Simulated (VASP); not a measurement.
# Si7Ge (P-43m) in VASP: a series of runs

Si7Ge is run at these levels: PBEsol; tasks: single point.

Everything below comes from runs of VASP 6.6.1. Logs are shortened: lines on timing, memory, paths and dates and some standing lists are left out, and cuts for length are marked.

### 1 The cell of the first run

The structure is cubic, space group P-43m (No. 215). The conventional cell has a = 5.296 Å, b = 5.296 Å, c = 5.296 Å, α = 90.00°, β = 90.00°, γ = 90.00°. Within 3.0 Å of Si (site symmetry 3m) lie 3 Si at 2.29 Å and 1 Ge at 2.32 Å. Si (site symmetry -42m) has 4 Si at 2.29 Å within 3.0 Å. Ge (site symmetry -43m) has 4 Si at 2.32 Å within 3.1 Å.

### 2 Single point, PBEsol

File INCAR:

```
ALGO = Normal
EDIFF = 1E-6
ENCUT = 520
GGA = PS
ISIF = 2
ISMEAR = 0
LASPH = T
LCHARG = T
LELF = T
LREAL = F
LVHAR = T
LWAVE = F
NBANDS = 31
NELM = 60
PREC = Accurate
SIGMA = 0.01
```

File KPOINTS:

```
k-points
0
Gamma
  8 8 8
```

File POSCAR:

```
Si7Ge
1.0
    5.2957873595      0.0000000000      0.0000000000
    0.0000000000      5.2957873595      0.0000000000
    0.0000000000      0.0000000000      5.2957873595
Si Ge
7 1
Direct
    0.2525638938      0.2525638938      0.2525638938
    0.0000000000      0.5000000000      0.5000000000
    0.5000000000      0.5000000000      0.0000000000
    0.5000000000      0.0000000000      0.5000000000
    0.7474361062      0.2525638938      0.7474361062
    0.7474361062      0.7474361062      0.2525638938
    0.2525638938      0.7474361062      0.7474361062
    0.0000000000      0.0000000000      0.0000000000
```

Potentials or basis: VASP PAW PBE potentials, release 64 (Si, Ge_d).

The run is started by

```bash
cat potpaw_PBE.64/Si/POTCAR potpaw_PBE.64/Ge_d/POTCAR > POTCAR
mpirun -np 1 vasp_std > vasp.out
```

OUTCAR:

```text
EDIFF = 1E-6
   ENCUT = 520
   GGA = PS
   ISIF = 2
   ISMEAR = 0
   LASPH = T
   LREAL = F
   NELM = 60
   PREC = Accurate

 ion  position               nearest neighbor table
   1  0.253  0.253  0.253-   2 2.29   3 2.29   4 2.29   8 2.32
   2  0.000  0.500  0.500-   1 2.29   5 2.29   6 2.29   7 2.29
   3  0.500  0.500  0.000-   1 2.29   5 2.29   6 2.29   7 2.29
   4  0.500  0.000  0.500-   1 2.29   5 2.29   6 2.29   7 2.29
   5  0.747  0.253  0.747-   2 2.29   3 2.29   4 2.29   8 2.32
   6  0.747  0.747  0.253-   2 2.29   3 2.29   4 2.29   8 2.32
   7  0.253  0.747  0.747-   2 2.29   3 2.29   4 2.29   8 2.32
   8  0.000  0.000  0.000-   1 2.32   5 2.32   6 2.32   7 2.32

  LATTYP: Found a simple cubic cell.
 ALAT       =     5.2957873595

  Lattice vectors:

 A1 = (   5.2957873595,   0.0000000000,   0.0000000000)
 A2 = (   0.0000000000,   5.2957873595,   0.0000000000)
 A3 = (   0.0000000000,   0.0000000000,   5.2957873595)

Analysis of symmetry for initial positions (statically):
=====================================================================
 Subroutine PRICEL returns:
 Original cell was already a primitive cell.

 Routine SETGRP: Setting up the symmetry group for a
 simple cubic supercell.

 Subroutine GETGRP returns: Found 24 space group operations
 (whereof 24 operations were pure point group operations)
 out of a pool of 48 trial point group operations.

The static configuration has the point symmetry T_d .

Analysis of symmetry for dynamics (positions and initial velocities):
=====================================================================
 Subroutine PRICEL returns:
 Original cell was already a primitive cell.

 Routine SETGRP: Setting up the symmetry group for a
 simple cubic supercell.

 Subroutine GETGRP returns: Found 24 space group operations
 (whereof 24 operations were pure point group operations)
 out of a pool of 48 trial point group operations.

The dynamic configuration has the point symmetry T_d .

 Subroutine INISYM returns: Found 24 space group operations
 (whereof 24 operations are pure point group operations),
 and found     1 'primitive' translations

----------------------------------------------------------------------------------------

                                     Primitive cell

  volume of cell :     148.5223

  direct lattice vectors                    reciprocal lattice vectors
     5.295787360  0.000000000  0.000000000     0.188829334  0.000000000  0.000000000
     0.000000000  5.295787360  0.000000000     0.000000000  0.188829334  0.000000000
     0.000000000  0.000000000  5.295787360     0.000000000  0.000000000  0.188829334

  length of vectors
     5.295787360  5.295787360  5.295787360     0.188829334  0.188829334  0.188829334

  position of ions in fractional coordinates (direct lattice)
     0.252563894  0.252563894  0.252563894
     0.000000000  0.500000000  0.500000000
     0.500000000  0.500000000  0.000000000
     0.500000000  0.000000000  0.500000000
     0.747436106  0.252563894  0.747436106
     0.747436106  0.747436106  0.252563894
     0.252563894  0.747436106  0.747436106
     0.000000000  0.000000000  0.000000000

  ion indices of the primitive-cell ions
   primitive index   ion index
                 1           1
                 2           2
                 3           3
                 4           4
                 5           5
                 6           6
                 7           7
                 8           8

----------------------------------------------------------------------------------------

 KPOINTS: k-points

Automatic generation of k-mesh.
 Grid dimensions read from file:
 generate k-points for:    8    8    8

 Generating k-lattice:

  Cartesian coordinates                     Fractional coordinates (reciprocal lattice)
     0.023603667  0.000000000  0.000000000     0.125000000  0.000000000  0.000000000
     0.000000000  0.023603667  0.000000000     0.000000000  0.125000000  0.000000000
     0.000000000  0.000000000  0.023603667     0.000000000  0.000000000  0.125000000

[... 55 lines left out ...]
      3     -17.5769      2.00000
      4     -17.5422      2.00000
      5     -17.5421      2.00000
      6      -6.0827      2.00000
[... 23 lines left out ...]
     30       9.5752      0.00000
     31      10.9440      0.00000

 k-point     3 :       0.2500    0.0000    0.0000
  band No.  band energies     occupation
      1     -17.5769      2.00000
      2     -17.5769      2.00000
      3     -17.5769      2.00000
      4     -17.5422      2.00000
      5     -17.5420      2.00000
      6      -5.8645      2.00000
[... 23 lines left out ...]
     30      10.4562      0.00000
     31      11.4241      0.00000

 k-point     4 :       0.3750    0.0000    0.0000
  band No.  band energies     occupation
      1     -17.5770      2.00000
      2     -17.5770      2.00000
      3     -17.5769      2.00000
      4     -17.5422      2.00000
      5     -17.5419      2.00000
      6      -5.5057      2.00000
[... 23 lines left out ...]
     30      11.5204      0.00000
     31      11.5204      0.00000

 k-point     5 :       0.5000    0.0000    0.0000
  band No.  band energies     occupation
      1     -17.5770      2.00000
      2     -17.5770      2.00000
      3     -17.5769      2.00000
      4     -17.5422      2.00000
      5     -17.5419      2.00000
      6      -5.1008      2.00000
[... 23 lines left out ...]
     30      11.7681      0.00000
     31      11.8374      0.00000
[... 542 lines left out ...]
     30      11.4531      0.00000
     31      11.6624      0.00000

 k-point    22 :       0.5000    0.2500    0.1250
  band No.  band energies     occupation
      1     -17.5771      2.00000
      2     -17.5770      2.00000
      3     -17.5770      2.00000
      4     -17.5420      2.00000
      5     -17.5419      2.00000
      6      -4.7806      2.00000
[... 23 lines left out ...]
     30      11.0127      0.00000
     31      11.2426      0.00000

 k-point    23 :       0.3750    0.3750    0.1250
  band No.  band energies     occupation
      1     -17.5771      2.00000
      2     -17.5770      2.00000
      3     -17.5770      2.00000
      4     -17.5420      2.00000
      5     -17.5418      2.00000
      6      -4.8298      2.00000
[... 23 lines left out ...]
     30      11.6868      0.00000
     31      11.7439      0.00000

 k-point    24 :       0.5000    0.3750    0.1250
  band No.  band energies     occupation
      1     -17.5771      2.00000
      2     -17.5770      2.00000
      3     -17.5770      2.00000
      4     -17.5420      2.00000
      5     -17.5418      2.00000
      6      -4.4830      2.00000
[... 23 lines left out ...]
     30      11.5015      0.00000
     31      11.5672      0.00000

 [... further k-points ...]
[... 5 lines left out ...]
  --------------------------------------------------------------------------------------
  -------------------------------------------------------------------------------------
  Total        9.3716630      9.3716630      9.3716630      0.0000000      0.0000000      0.0000000
  in kB      101.0963863    101.0963863    101.0963863      0.0000000      0.0000000      0.0000000
  external PRESSURE =     101.0963863 kB  Pullay stress =       0.0000000 kB

 VOLUME and BASIS-vectors are now :
 -----------------------------------------------------------------------------
  energy-cutoff  :      520.00
  volume of cell :      148.52
      direct lattice vectors                 reciprocal lattice vectors
     5.295787360  0.000000000  0.000000000     0.188829334  0.000000000  0.000000000
     0.000000000  5.295787360  0.000000000     0.000000000  0.188829334  0.000000000
     0.000000000  0.000000000  5.295787360     0.000000000  0.000000000  0.188829334

 POSITION                                       TOTAL-FORCE (eV/Angst)
 -----------------------------------------------------------------------------------
      1.33752      1.33752      1.33752        -0.007072     -0.007072     -0.007072
      0.00000      2.64789      2.64789         0.000000     -0.000000     -0.000000
      2.64789      2.64789      0.00000        -0.000000     -0.000000     -0.000000
      2.64789      0.00000      2.64789         0.000000     -0.000000     -0.000000
      3.95826      1.33752      3.95826         0.007072     -0.007072      0.007072
      3.95826      3.95826      1.33752         0.007072      0.007072     -0.007072
      1.33752      3.95826      3.95826        -0.007072      0.007072      0.007072
      0.00000      0.00000      0.00000        -0.000000     -0.000000     -0.000000
 -----------------------------------------------------------------------------------
    total drift:                                0.000000      0.000000      0.000000

  FREE ENERGIE OF THE ION-ELECTRON SYSTEM (eV)
  ---------------------------------------------------
  free  energy   TOTEN  =       -44.7108181112 eV

  energy  without entropy=      -44.7108181111  energy(sigma->0) =      -44.71081811
```

Wall time 66 s (1 thread of Intel Xeon Platinum 8559C (Emerald Rapids), shared host); peak memory 0.31 GiB.

Results:

```yaml
Free_energy: -44.7108 eV
Pressure: 10.1 GPa
Largest_force: 0.012 eV/Å
Band_gap_on_the_k_mesh: 0.08 eV, direct
```

Forces on the atoms (eV/Å):
```
Si  -0.007 -0.007 -0.007
Si   0.000  0.000  0.000
Si   0.000  0.000  0.000
Si   0.000  0.000  0.000
Si   0.007 -0.007  0.007
Si   0.007  0.007 -0.007
Si  -0.007  0.007  0.007
Ge   0.000  0.000  0.000
```

Levels at points of the mesh, in eV from the valence-band top:
| k point | band 17 | band 18 | band 19 | band 20 | band 21 | band 22 | band 23 | band 24 | band 25 | band 26 |
| --- | --- | --- | --- | --- | --- | --- | --- | --- | --- | --- |
| (0.00, 0.00, 0.00) | -3.13 | -3.13 | 0.00 | 0.00 | 0.00 | 0.08 | 0.51 | 0.51 | 0.51 | 0.55 |
| (0.50, 0.00, 0.00) | -3.50 | -2.15 | -2.15 | -2.03 | -2.03 | 0.85 | 1.03 | 2.99 | 3.01 | 4.14 |
| (0.50, 0.50, 0.00) | -4.15 | -1.58 | -1.45 | -1.39 | -1.39 | 2.29 | 2.29 | 2.43 | 2.56 | 4.83 |
| (0.50, 0.50, 0.50) | -1.35 | -1.35 | -1.18 | -1.18 | -1.18 | 1.28 | 1.76 | 1.76 | 1.76 | 3.13 |

Caveat: the PAW data sets were made with another functional, which shifts forces and pressure a little.

### 3 Single point, PBEsol

This run uses another cell than the first one, of 19.35 Å³/atom, 1.042 times its volume.

File INCAR:

```
SYSTEM = Si7Ge
PREC = Accurate ; ENCUT = 520
EDIFF = 1E-6 ; ISMEAR = 0
SIGMA = 0.01 ; LREAL = .False.
LASPH = .True. ; NELM = 60
ALGO = Normal ; ISIF = 2
LWAVE = .False. ; LCHARG = .True.
GGA = PS ; LELF = .True.
LVHAR = .True. ; NBANDS = 31
```

File KPOINTS:

```
Automatic mesh
0
Gamma
  8 8 8
  0 0 0
```

File POSCAR:

```
Si7Ge
1.0
    5.3693237843      0.0000000000      0.0000000000
    0.0000000000      5.3693237843      0.0000000000
    0.0000000000      0.0000000000      5.3693237843
Si Ge
7 1
Direct
    0.2525733437      0.2525733437      0.2525733437
    0.0000000000      0.5000000000      0.5000000000
    0.5000000000      0.5000000000      0.0000000000
    0.5000000000      0.0000000000      0.5000000000
    0.7474266563      0.2525733437      0.7474266563
    0.7474266563      0.7474266563      0.2525733437
    0.2525733437      0.7474266563      0.7474266563
    0.0000000000      0.0000000000      0.0000000000
```

Potentials or basis: VASP PAW PBE potentials, release 64 (Si, Ge_d).

The run is started by

```bash
cat potpaw_PBE.64/Si/POTCAR potpaw_PBE.64/Ge_d/POTCAR > POTCAR
mpirun -np 1 vasp_std > vasp.out
```

Run time: 62 s. Hardware: 1 thread of Intel Xeon Platinum 8559C (Emerald Rapids), shared host; peak memory 0.32 GiB.

It converged, with:

```yaml
Free_energy: -45.0063 eV
Pressure: 5.1 GPa
Largest_force: 0.011 eV/Å
Band_gap_on_the_k_mesh: 0.17 eV, direct
```

Forces on the atoms (eV/Å):
```
Si  -0.006 -0.006 -0.006
Si   0.000  0.000  0.000
Si   0.000  0.000  0.000
Si   0.000  0.000  0.000
Si   0.006 -0.006  0.006
Si   0.006  0.006 -0.006
Si  -0.006  0.006  0.006
Ge   0.000  0.000  0.000
```

Levels at points of the mesh, in eV from the valence-band top:
```tsv
k point	band 19	band 20	band 21	band 22	band 23	band 24
(0.00, 0.00, 0.00)	0.00	0.00	0.00	0.17	0.58	0.58
(0.50, 0.00, 0.00)	-2.07	-1.95	-1.95	0.89	1.07	3.00
(0.50, 0.50, 0.00)	-1.41	-1.35	-1.35	2.28	2.28	2.39
(0.50, 0.50, 0.50)	-1.14	-1.14	-1.14	1.14	1.61	1.61
```

Caveat: the PAW data sets were made with another functional, which shifts forces and pressure a little.

### 4 Single point, PBEsol

This run uses another cell than the first one, of 19.35 Å³/atom, 1.042 times its volume.

File INCAR:

```
PREC = Accurate ; ENCUT = 520
EDIFF = 1E-7 ; ISMEAR = 0
SIGMA = 0.01 ; LREAL = False
LASPH = True ; NELM = 80
ALGO = Normal ; ISIF = 2
LWAVE = False ; LCHARG = True
GGA = PS ; LELF = True
LVHAR = True ; NBANDS = 31
```

File KPOINTS:

```
Automatic mesh
0
Gamma
  8 8 8
```

POSCAR is that of step 3.

The run is started by

```bash
cat potpaw_PBE.64/Si/POTCAR potpaw_PBE.64/Ge_d/POTCAR > POTCAR
mpirun -np 1 vasp_std > vasp.out
```

Wall time 60 s (1 thread of Intel Xeon Platinum 8559C (Emerald Rapids), shared host); peak memory 0.32 GiB.

The run converged. Its results:

```
Free energy            : -45.0063 eV
Pressure               : 5.1 GPa
Largest force          : 0.011 eV/Å
Band gap on the k mesh : 0.17 eV, direct
```

Forces in eV/Å, atoms in the order of the input:
```
Si  -0.006 -0.006 -0.006
Si   0.000  0.000  0.000
Si   0.000  0.000  0.000
Si   0.000  0.000  0.000
Si   0.006 -0.006  0.006
Si   0.006  0.006 -0.006
Si  -0.006  0.006  0.006
Ge   0.000  0.000  0.000
```

Levels at points of the mesh, in eV from the valence-band top:
| k point | band 19 | band 20 | band 21 | band 22 | band 23 | band 24 |
| --- | --- | --- | --- | --- | --- | --- |
| (0.00, 0.00, 0.00) | 0.00 | 0.00 | 0.00 | 0.17 | 0.58 | 0.58 |
| (0.50, 0.00, 0.00) | -2.07 | -1.95 | -1.95 | 0.89 | 1.07 | 3.00 |
| (0.50, 0.50, 0.00) | -1.41 | -1.35 | -1.35 | 2.28 | 2.28 | 2.39 |
| (0.50, 0.50, 0.50) | -1.14 | -1.14 | -1.14 | 1.14 | 1.61 | 1.61 |

Caveat: the PAW data sets were made with another functional, which shifts forces and pressure a little.

### 5 Single point, PBEsol

This run uses another cell than the first one, of 19.92 Å³/atom, 1.073 times its volume.

File INCAR:

```
  PREC = Accurate
  ENCUT = 520
  EDIFF = 1E-6
  ISMEAR = 0
  SIGMA = 0.01
  LREAL = False
  LASPH = True
  NELM = 60
  ALGO = Normal
  ISIF = 2
  LWAVE = False
  LCHARG = False
  GGA = PS
  NBANDS = 31
```

File KPOINTS:

```
regular mesh
0
Gamma
  8 8 8
```

File POSCAR:

```
Si7Ge
1.0
    5.4214989572      0.0000000000      0.0000000000
    0.0000000000      5.4214989572      0.0000000000
    0.0000000000      0.0000000000      5.4214989572
Si Ge
7 1
Direct
    0.2525762813      0.2525762813      0.2525762813
    0.0000000000      0.5000000000      0.5000000000
    0.5000000000      0.5000000000      0.0000000000
    0.5000000000      0.0000000000      0.5000000000
    0.7474237187      0.2525762813      0.7474237187
    0.7474237187      0.7474237187      0.2525762813
    0.2525762813      0.7474237187      0.7474237187
    0.0000000000      0.0000000000      0.0000000000
```

The run is started by

```bash
cat potpaw_PBE.64/Si/POTCAR potpaw_PBE.64/Ge_d/POTCAR > POTCAR
mpirun -np 1 vasp_std > vasp.out
```

Run time: 56 s. Hardware: 1 thread of Intel Xeon Platinum 8559C (Emerald Rapids), shared host; peak memory 0.31 GiB.

Results (log left out):

```
Free energy            : -45.1072 eV
Pressure               : 2.0 GPa
Largest force          : 0.008 eV/Å
Band gap on the k mesh : 0.23 eV, direct
```

Forces in eV/Å, atoms in the order of the input:
```
Si  -0.005 -0.005 -0.005
Si   0.000  0.000  0.000
Si   0.000  0.000  0.000
Si   0.000  0.000  0.000
Si   0.005 -0.005  0.005
Si   0.005  0.005 -0.005
Si  -0.005  0.005  0.005
Ge   0.000  0.000  0.000
```

Levels at points of the mesh, in eV from the valence-band top:
| k point | band 18 | band 19 | band 20 | band 21 | band 22 | band 23 | band 24 | band 25 |
| --- | --- | --- | --- | --- | --- | --- | --- | --- |
| (0.00, 0.00, 0.00) | -2.93 | 0.00 | 0.00 | 0.00 | 0.23 | 0.63 | 0.63 | 0.63 |
| (0.50, 0.00, 0.00) | -2.02 | -2.02 | -1.90 | -1.90 | 0.92 | 1.10 | 3.01 | 3.03 |
| (0.50, 0.50, 0.00) | -1.50 | -1.38 | -1.31 | -1.31 | 2.26 | 2.26 | 2.36 | 2.53 |
| (0.50, 0.50, 0.50) | -1.29 | -1.12 | -1.12 | -1.12 | 1.04 | 1.50 | 1.50 | 1.50 |

Caveat: the PAW data sets were made with another functional, which shifts forces and pressure a little.

### 6 Single point, PBEsol

This run uses another cell than the first one, of 20.80 Å³/atom, 1.120 times its volume.

File INCAR:

```
SYSTEM = Si7Ge
ALGO = Normal
EDIFF = 1E-6
ENCUT = 520
GGA = PS
ISIF = 2
ISMEAR = 0
LASPH = .TRUE.
LCHARG = .FALSE.
LREAL = .FALSE.
LWAVE = .FALSE.
NBANDS = 31
NELM = 80
PREC = Accurate
SIGMA = 0.01
```

File KPOINTS:

```
k-points
0
G
  8 8 8
  0 0 0
```

File POSCAR:

```
Si7Ge
1.0
    5.4999541471      0.0000000000      0.0000000000
    0.0000000000      5.4999541471      0.0000000000
    0.0000000000      0.0000000000      5.4999541471
Si Ge
7 1
Direct
    0.2526208403      0.2526208403      0.2526208403
    0.0000000000      0.5000000000      0.5000000000
    0.5000000000      0.5000000000      0.0000000000
    0.5000000000      0.0000000000      0.5000000000
    0.7473791597      0.2526208403      0.7473791597
    0.7473791597      0.7473791597      0.2526208403
    0.2526208403      0.7473791597      0.7473791597
    0.0000000000      0.0000000000      0.0000000000
```

Potentials or basis: VASP PAW PBE potentials, release 64 (Si, Ge_d).

The run is started by

```bash
cat potpaw_PBE.64/Si/POTCAR potpaw_PBE.64/Ge_d/POTCAR > POTCAR
mpirun -np 1 vasp_std > vasp.out
```

Run time: 63 s. Hardware: 1 thread of Intel Xeon Platinum 8559C (Emerald Rapids), shared host; peak memory 0.34 GiB.

It converged, with:

| Item | Value |
| --- | --- |
| Free energy | -45.1085 eV |
| Pressure | -1.9 GPa |
| Largest force | 0.010 eV/Å |
| Band gap on the k mesh | 0.32 eV, direct |

Forces in eV/Å, atoms in the order of the input:
```
Si  -0.006 -0.006 -0.006
Si   0.000  0.000  0.000
Si   0.000  0.000  0.000
Si   0.000  0.000  0.000
Si   0.006 -0.006  0.006
Si   0.006  0.006 -0.006
Si  -0.006  0.006  0.006
Ge   0.000  0.000  0.000
```

Levels at points of the mesh, in eV from the valence-band top:
```
           k point  band 18  band 19  band 20  band 21  band 22  band 23  band 24  band 25
(0.00, 0.00, 0.00)    -2.81     0.00     0.00     0.00     0.32     0.70     0.70     0.70
(0.50, 0.00, 0.00)    -1.94    -1.94    -1.82    -1.82     0.96     1.13     3.00     3.01
(0.50, 0.50, 0.00)    -1.45    -1.33    -1.26    -1.26     2.23     2.23     2.30     2.50
(0.50, 0.50, 0.50)    -1.26    -1.08    -1.08    -1.08     0.89     1.34     1.34     1.34
```

Caveat: the PAW data sets were made with another functional, which shifts forces and pressure a little. A k mesh can miss the band edges.

### 7 Overview

```tsv
cell	gap on the mesh (eV)	pressure (GPa)	largest force (eV/Å)
a = 5.296 Å, 8 atoms	0.08	10.1	0.01
a = 5.369 Å, 8 atoms	0.17	5.1	0.01
a = 5.421 Å, 8 atoms	0.23	2.0	0.01
a = 5.500 Å, 8 atoms	0.32	-1.9	0.01
```

Alike in all rows: task single point; level PBEsol; potentials or basis VASP PAW PBE potentials, release 64 (Si, Ge_d); no spin polarisation; k mesh 8 × 8 × 8; cutoff (eV) 520; smearing gaussian 0.01 eV.

Caveats: the PAW data sets were made with another functional, which shifts forces and pressure a little.

Total energies depend on the potentials used, so only differences within one code and one set of settings carry meaning.
